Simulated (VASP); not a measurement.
# S (Fm-3m) in VASP: further runs

The runs below take S through single point, with PBE.

Everything below comes from runs of VASP 6.6.1. Logs are shortened: lines on timing, memory, paths and dates and some standing lists are left out, and cuts for length are marked.

## 1. The cell of the first run

Symmetry: Fm-3m, No. 225, cubic system. The conventional cell has a = 3.372 Å, b = 3.372 Å, c = 3.372 Å, α = 90.00°, β = 90.00°, γ = 90.00°. S (site symmetry m-3m) has 12 S at 2.38 Å within 3.1 Å.

This isn't the form of S at room conditions, which is orthorhombic, of S8 rings.

## 2. Single point, PBE

INCAR

```
SYSTEM = S
PREC = Accurate ; ENCUT = 520
EDIFF = 1E-6 ; ISMEAR = -1
SIGMA = 0.08 ; LREAL = .False.
LASPH = .True. ; NELM = 80
ALGO = Normal ; ISIF = 2
LWAVE = .False. ; LCHARG = .False.
GGA = PE ; NBANDS = 9
```

KPOINTS

```
Automatic mesh
0
Gamma
  19 19 19
  0 0 0
```

POSCAR

```
S
1.0
    0.0000000000      1.6861103850      1.6861103850
    1.6861103850      0.0000000000      1.6861103850
    1.6861103850      1.6861103850      0.0000000000
S
1
Direct
    0.0000000000      0.0000000000      0.0000000000
```

Potentials or basis: VASP PAW PBE potentials, release 64 (S).

Run with:

```console
$ cat potpaw_PBE.64/S/POTCAR > POTCAR
$ mpirun -np 1 vasp_std > vasp.out
```

OUTCAR:

```text
SYSTEM = S
   PREC = Accurate
   ENCUT = 520
   EDIFF = 1E-6
   ISMEAR = -1
   LREAL = .False.
   LASPH = .True.
   NELM = 80
   ISIF = 2
   GGA = PE

 ion  position               nearest neighbor table
   1  0.000  0.000  0.000-

  LATTYP: Found a face centered cubic cell.
 ALAT       =     3.3722207700

  Lattice vectors:

 A1 = (   0.0000000000,   1.6861103850,   1.6861103850)
 A2 = (   1.6861103850,   0.0000000000,   1.6861103850)
 A3 = (   1.6861103850,   1.6861103850,   0.0000000000)

Analysis of symmetry for initial positions (statically):
=====================================================================
 Subroutine PRICEL returns:
 Original cell was already a primitive cell.

 Routine SETGRP: Setting up the symmetry group for a
 face centered cubic supercell.

 Subroutine GETGRP returns: Found 48 space group operations
 (whereof 48 operations were pure point group operations)
 out of a pool of 48 trial point group operations.

The static configuration has the point symmetry O_h .

Analysis of symmetry for dynamics (positions and initial velocities):
=====================================================================
 Subroutine PRICEL returns:
 Original cell was already a primitive cell.

 Routine SETGRP: Setting up the symmetry group for a
 face centered cubic supercell.

 Subroutine GETGRP returns: Found 48 space group operations
 (whereof 48 operations were pure point group operations)
 out of a pool of 48 trial point group operations.

The dynamic configuration has the point symmetry O_h .

 Subroutine INISYM returns: Found 48 space group operations
 (whereof 48 operations are pure point group operations),
 and found     1 'primitive' translations

----------------------------------------------------------------------------------------

                                     Primitive cell

  volume of cell :       9.5871

  direct lattice vectors                    reciprocal lattice vectors
     0.000000000  1.686110385  1.686110385    -0.296540490  0.296540490  0.296540490
     1.686110385  0.000000000  1.686110385     0.296540490 -0.296540490  0.296540490
     1.686110385  1.686110385  0.000000000     0.296540490  0.296540490 -0.296540490

  length of vectors
     2.384520174  2.384520174  2.384520174     0.513623195  0.513623195  0.513623195

  position of ions in fractional coordinates (direct lattice)
     0.000000000  0.000000000  0.000000000

  ion indices of the primitive-cell ions
   primitive index   ion index
                 1           1

----------------------------------------------------------------------------------------

 KPOINTS: Automatic mesh

Automatic generation of k-mesh.
 Grid dimensions read from file:
 generate k-points for:   19   19   19

 Generating k-lattice:

  Cartesian coordinates                     Fractional coordinates (reciprocal lattice)
    -0.015607394  0.015607394  0.015607394     0.052631579  0.000000000  0.000000000
     0.015607394 -0.015607394  0.015607394     0.000000000  0.052631579  0.000000000
     0.015607394  0.015607394 -0.015607394     0.000000000  0.000000000  0.052631579

  Length of vectors
     0.027032800  0.027032800  0.027032800

  Shift w.r.t. Gamma in fractional coordinates (k-lattice)
     0.000000000  0.000000000  0.000000000

 Subroutine IBZKPT returns following result:
 ===========================================

 Found    220 irreducible k-points:

 Following reciprocal coordinates:
            Coordinates               Weight
  0.000000  0.000000  0.000000      1.000000
  0.052632  0.000000  0.000000      8.000000
  0.105263  0.000000  0.000000      8.000000
  0.157895  0.000000  0.000000      8.000000
  0.210526  0.000000  0.000000      8.000000
  0.263158  0.000000  0.000000      8.000000
[... 16 lines left out ...]
 -0.315789  0.052632  0.000000     24.000000
 -0.263158  0.052632  0.000000     24.000000
 [... further k-points ...]
   k-points           NKPTS =    220   k-points in BZ     NKDIM =    220   number of bands    NBANDS=      9
   number of dos      NEDOS =    301   number of ions     NIONS =      1
   total plane-waves  NPLWV =   5832
   dimension x,y,z NGX =    18 NGY =   18 NGZ =   18
   dimension x,y,z NGXF=    36 NGYF=   36 NGZF=   36
   ions per type =               1
   NGX,Y,Z   is equivalent  to a cutoff of  12.55, 12.55, 12.55 a.u.
   NGXF,Y,Z  is equivalent  to a cutoff of  25.10, 25.10, 25.10 a.u.
 SYSTEM =  S
   PREC   = accura    normal or accurate (medium, high low for compatibility)
   ISTART =      0    job   : 0-new  1-cont  2-samecut
   ICHARG =      2    charge: 1-file 2-atom 10-const
   ISPIN  =      1    spin polarized calculation?
   LNONCOLLINEAR =      F non collinear calculations
   LSORBIT =      F    spin-orbit coupling
   LASPH  =      T    aspherical Exc in radial PAW
   ENCUT  =  520.0 eV  38.22 Ry    6.18 a.u.   4.43  4.43  4.43*2*pi/ulx,y,z
   NELM   =     80;   NELMIN=  2; NELMDL= -5     # of ELM steps
   EDIFF  = 0.1E-05   stopping-criterion for ELM
   LREAL  =      F    real-space projection
   EDIFFG = 0.1E-04   stopping-criterion for IOM
   NSW    =      0    number of steps for IOM
   IBRION =     -1    ionic relax: 0-MD 1-quasi-New 2-CG
   NFREE  =      0    steps in history (QN), initial steepest desc. (CG)
   ISIF   =      2    stress and relaxation
   ISYM   =      2    0-nonsym 1-usesym 2-fastsym
   POTIM  = 0.5000    time-step for ionic-motion
   TEBEG  =    0.0;   TEEND  =   0.0 temperature during run
   PSTRESS=    0.0 pullay stress
   NELECT =       6.0000    total number of electrons
   NUPDOWN=      -1.0000    fix difference up-down
   EMIN   =  10.00;   EMAX   =-10.00  energy-range for DOS
   EFERMI =   0.00;   METHOD = LEGACY
   ISMEAR =    -1;   SIGMA  =   0.08  broadening in eV -4-tet -1-fermi 0-gaus
   EFERMI_NEDOS =   21; number of points for ismear=-14 and -15
   IALGO  =     38    algorithm
   IMIX   =      4    mixing-type and parameters
     AMIX     =   0.40;   BMIX     =  1.00
     AMIX_MAG =   1.60;   BMIX_MAG =  1.00
  volume/ion in A,a.u.               =       9.59        64.70
  Fermi-wavevector in a.u.,A,eV,Ry     =   1.400326  2.646233 26.679851  1.960914
  Thomas-Fermi vector in A             =   2.523298
   LORBIT       =      0    0 simple, 1 ext, 2 COOP (PROOUT), +10 PAW based schemes
   GGA     = PE    functional components
   LHFCALC =     F    Hartree Fock is set to
   AEXX    =    0.0000 exact exchange contribution
   IVDW    =     0    specifies the selected vdW correction
   LEPSILON=     F    determine dielectric tensor
   LRPA    =     F    only Hartree local field effects (RPA)
 non-spin polarized calculation
  energy-cutoff  :      520.00
  volume of cell :        9.59
 maximum number of plane-waves:       271
 NGX is ok and might be reduce to    18
   NGX =  9   NGY =  9   NGZ =  9

 number of electron       6.0000001 magnetization

 Free energy of the ion-electron system (eV)
  ---------------------------------------------------
  ext. energy  EPLUGINS =         0.00000000
  ---------------------------------------------------
  free energy    TOTEN  =        -1.42880707 eV

  energy without entropy =       -1.41762053  energy(sigma->0) =       -1.42321380

 E-fermi :  16.4908     XC(G=0): -13.6794

 val. band max:       16.4766764887   @ k =   0.4737   0.2632   0.0526
 cond. band min:      16.5484570747   @ k =  -0.3684   0.3684   0.0000
 fundamental gap:      0.0717805860
 Fermi energy:        16.4908404507

 k-point     1 :       0.0000    0.0000    0.0000
  band No.  band energies     occupation
      1      -6.8296      2.00000
      2      23.4113      0.00000
      3      23.4113      0.00000
      4      23.4113      0.00000
      5      28.6474      0.00000
      6      28.6474      0.00000
      7      28.6474      0.00000
      8      36.9167      0.00000
      9      36.9242      0.00000

 k-point     2 :       0.0526    0.0000    0.0000
  band No.  band energies     occupation
      1      -6.7275      2.00000
      2      22.4736      0.00000
      3      23.2308      0.00000
      4      23.2308      0.00000
      5      28.8461      0.00000
      6      28.9361      0.00000
      7      28.9361      0.00000
      8      36.5265      0.00000
      9      36.5266      0.00000

 k-point     3 :       0.1053    0.0000    0.0000
  band No.  band energies     occupation
      1      -6.4217      2.00000
      2      20.3494      0.00000
      3      22.7987      0.00000
      4      22.7987      0.00000
      5      29.0504      0.00000
      6      29.6348      0.00000
      7      29.6348      0.00000
      8      35.6744      0.00000
      9      35.6744      0.00000

 k-point     4 :       0.1579    0.0000    0.0000
  band No.  band energies     occupation
      1      -5.9133      2.00000
      2      17.8060      0.00000
      3      22.2914      0.00000
      4      22.2914      0.00000
      5      29.0539      0.00000
      6      30.3128      0.00000
      7      30.3128      0.00000
      8      35.0128      0.00000
      9      35.0128      0.00000
[... 205 lines left out ...]
 k-point    22 :      -0.3684    0.0526    0.0000
  band No.  band energies     occupation
      1      -1.3742      2.00000
      2       7.0812      2.00000
      3      19.6623      0.00000
      4      21.1038      0.00000
      5      28.0005      0.00000
      6      28.1236      0.00000
      7      29.1597      0.00000
      8      36.8345      0.00000
      9      39.7319      0.00000

 k-point    23 :      -0.3158    0.0526    0.0000
  band No.  band energies     occupation
      1      -2.7047      2.00000
      2       9.3595      2.00000
      3      19.7137      0.00000
      4      21.4942      0.00000
      5      28.4541      0.00000
      6      28.9317      0.00000
      7      29.1725      0.00000
      8      37.4616      0.00000
      9      37.6372      0.00000

 k-point    24 :      -0.2632    0.0526    0.0000
  band No.  band energies     occupation
      1      -3.8634      2.00000
      2      11.8017      2.00000
      3      19.8970      0.00000
      4      21.9247      0.00000
      5      29.0955      0.00000
      6      29.2108      0.00000
      7      29.8500      0.00000
      8      35.7242      0.00000
      9      37.3886      0.00000

 [... further k-points ...]

------------------------ aborting loop because EDIFF is reached ----------------------------------------

  FORCE on cell =-STRESS in cart. coord.  units (eV):
  Direction    XX          YY          ZZ          XY          YZ          ZX
  --------------------------------------------------------------------------------------
  -------------------------------------------------------------------------------------
  Total        6.5005955      6.5005955      6.5005955     -0.0000000     -0.0000000      0.0000000
  in kB     1086.3648823   1086.3648823   1086.3648823     -0.0000000     -0.0000000      0.0000000
  external PRESSURE =    1086.3648823 kB  Pullay stress =       0.0000000 kB

 VOLUME and BASIS-vectors are now :
 -----------------------------------------------------------------------------
  energy-cutoff  :      520.00
  volume of cell :        9.59
      direct lattice vectors                 reciprocal lattice vectors
     0.000000000  1.686110385  1.686110385    -0.296540490  0.296540490  0.296540490
     1.686110385  0.000000000  1.686110385     0.296540490 -0.296540490  0.296540490
     1.686110385  1.686110385  0.000000000     0.296540490  0.296540490 -0.296540490

 POSITION                                       TOTAL-FORCE (eV/Angst)
 -----------------------------------------------------------------------------------
      0.00000      0.00000      0.00000         0.000000      0.000000      0.000000
 -----------------------------------------------------------------------------------
    total drift:                                0.000000     -0.000000      0.000000

  FREE ENERGIE OF THE ION-ELECTRON SYSTEM (eV)
  ---------------------------------------------------
  free  energy   TOTEN  =        -1.4288070680 eV

  energy  without entropy=       -1.4176205323  energy(sigma->0) =       -1.42321380
```

It took 10 s on 1 thread of Intel Xeon Platinum 8488C (Sapphire Rapids), shared host; peak memory 0.12 GiB.

Results:

```
Free energy            : -1.4288 eV
Pressure               : 108.6 GPa
Band gap on the k mesh : zero (bands 3 and 4 overlap by 12.32 eV)
```

Levels at points of the mesh, in eV from the Fermi level:
```
           k point  band 1  band 2  band 3  band 4  band 5  band 6  band 7
(0.00, 0.00, 0.00)  -23.32    6.92    6.92    6.92   12.16   12.16   12.16
```

Caveat: the cell stands under pressure.

## 3. Single point, PBE

INCAR

```
SYSTEM = S
PREC = Accurate
ENCUT = 520
EDIFF = 1E-7
ISMEAR = -1
SIGMA = 0.08
LREAL = .FALSE.
LASPH = .TRUE.
NELM = 60
ALGO = Normal
ISIF = 2
LWAVE = .FALSE.
LCHARG = .FALSE.
GGA = PE
NBANDS = 9
```

KPOINTS

```
Automatic mesh
0
G
  19 19 19
  0 0 0
```

POSCAR

```
S
1.0
    0.0000000000      1.6864947474      1.6864947474
    1.6864947474      0.0000000000      1.6864947474
    1.6864947474      1.6864947474      0.0000000000
S
1
Direct
    0.0000000000      0.0000000000      0.0000000000
```

Potentials or basis: VASP PAW PBE potentials, release 64 (S).

Run with:

```console
$ cat potpaw_PBE.64/S/POTCAR > POTCAR
$ mpirun -np 1 vasp_std > vasp.out
```

Wall time 12 s (1 thread of Intel Xeon Platinum 8488C (Sapphire Rapids), shared host); peak memory 0.13 GiB.

It converged, with:

- Free energy: -1.4333 eV
- Pressure: 108.3 GPa
- Band gap on the k mesh: zero (bands 3 and 4 overlap by 12.31 eV)

Levels at points of the mesh, in eV from the Fermi level:
```tsv
k point	band 1	band 2	band 3	band 4	band 5	band 6
(0.00, 0.00, 0.00)	-23.31	6.91	6.91	6.91	12.16	12.16
```

Caveat: the cell stands under pressure.
